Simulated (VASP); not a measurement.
Set up this calculation in VASP 6.6.1, as the native input.

```
Task                   : single point
Functional             : PBE
Potentials or basis    : VASP PAW PBE potentials, release 64 (Zn, Si, Pb_d)
Cutoff                 : 520 eV
k mesh                 : 16 × 16 × 16
Occupations            : gaussian, width 0.1 eV
Spin                   : no spin polarisation
Dipole correction      : no
Further INCAR settings : ALGO = Fast; EDIFF = 1e-06; NBANDS = 32
```

The structure of ZnSi2Pb2 lies in POSCAR:

```
ZnSi2Pb2
1.0
   -1.7577628625      1.7577628625      9.3368520931
    1.7577628625     -1.7577628625      9.3368520931
    1.7577628625      1.7577628625     -9.3368520931
Zn Si Pb
1 2 2
Direct
    0.0000000000      0.0000000000      0.0000000000
    0.2500000000      0.7500000000      0.5000000000
    0.7500000000      0.2500000000      0.5000000000
    0.6052041794      0.6052041794      0.0000000000
    0.3947958206      0.3947958206      0.0000000000
```

One way to write it, as run:

INCAR

```
SYSTEM = ZnSi2Pb2
PREC = Accurate ; ENCUT = 520
EDIFF = 1E-6 ; ISMEAR = 0
SIGMA = 0.1 ; LREAL = .False.
LASPH = .True. ; NELM = 60
ALGO = Fast ; ISIF = 2
LWAVE = .False. ; LCHARG = .True.
GGA = PE ; LELF = .True.
LVHAR = .True. ; NBANDS = 32
```

KPOINTS

```
regular mesh
0
Gamma
  16 16 16
  0 0 0
```

Potentials or basis: VASP PAW PBE potentials, release 64 (Zn, Si, Pb_d).

Run with:

```sh
$ cat potpaw_PBE.64/Zn/POTCAR potpaw_PBE.64/Si/POTCAR potpaw_PBE.64/Pb_d/POTCAR > POTCAR
$ mpirun -np 1 vasp_std > vasp.out
```

Results of the run:

```json
{
 "Pressure": "0.0 GPa",
 "Largest force": "0.004 eV/Å",
 "Band gap on the k mesh": "zero (bands 24 and 25 overlap by 3.70 eV)"
}
```

Caveat: spin-orbit coupling is left out, which moves the levels of the heavy elements.

Run time: 76 min on 1 thread of Intel(R) Xeon(R) 6975P-C (Granite Rapids) (shared host), peak memory 1.7 GiB.
